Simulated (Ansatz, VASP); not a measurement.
Two plane-wave programs on LiMgBN2

INCAR

```
SYSTEM = LiMgBN2
ALGO = Normal ; EDIFF = 1E-6
ENCUT = 520 ; GGA = CA
ISIF = 2 ; ISMEAR = 0
LASPH = .True. ; LCHARG = .False.
LREAL = .False. ; LWAVE = .False.
NBANDS = 17 ; NELM = 60
PREC = Accurate ; SIGMA = 0.01
```

File KPOINTS:

```
k-points
0
Gamma
  8 8 8
  0 0 0
```

Contents of POSCAR:

```
LiMgBN2
1.0
   -1.9096600000      1.9096600000      4.4435200000
    1.9096600000     -1.9096600000      4.4435200000
    1.9096600000      1.9096600000     -4.4435200000
Li Mg B N
1 1 1 2
Direct
    0.2500000000      0.7500000000      0.5000000000
    0.7500000000      0.2500000000      0.5000000000
    0.5033757021      0.5033757021      0.0000000000
    0.6512600000      0.6512600000      0.0000000000
    0.3487400000      0.3487400000      0.0000000000
```

Input for Ansatz:

```yaml
crystal:
  lattice:
    - [-1.90966, 1.90966, 4.44352]
    - [1.90966, -1.90966, 4.44352]
    - [1.90966, 1.90966, -4.44352]
  atoms:
    - { symbol: Li, position: [0.25, 0.75, 0.5] }
    - { symbol: Mg, position: [0.75, 0.25, 0.5] }
    - { symbol: B, position: [0.5033757021460463, 0.5033757021460463, 0.0] }
    - { symbol: "N", position: [0.65126, 0.65126, 0.0] }
    - { symbol: "N", position: [0.34874, 0.34874, 0.0] }
basis:
  ecutwfc: 550.0
kpoints:
  mp_grid:
    grid: [8, 8, 8]
hamiltonian:
  xc: lda
scf:
  convergence:
    dr2_threshold: 1.0e-09
  occupations:
    method: fixed
output:
  polarization: {}
```

Alike in both runs: task single point; functional LDA; k mesh 8 × 8 × 8; no spin polarisation.

```csv
,VASP,Ansatz
version,VASP 6.6.1,Ansatz 0.2.0
potentials or method,"VASP PAW LDA potentials, release 64 (Li_sv, Mg, B, N), cutoff 520 eV","plane waves, PAW"
occupations,"gaussian, width 0.01 eV",fixed
valence electrons in the cell,18,26
```

Ansatz gave:

```
gap on the k mesh at the Fermi level (eV) : 2.38
```

**Question.** Estimate VASP's values.

**Answer.** gap on the k mesh at the Fermi level (eV): 2.37.

LDA's correlation is that of Perdew and Zunger in VASP and of Perdew and Wang (1992) in Ansatz. VASP's potentials hold 18 valence electrons a cell and Ansatz's 26, so a difference there can come from the potentials and not from the codes.

Noted on VASP's run: the cutoff is short for stress, so the pressure is rough.
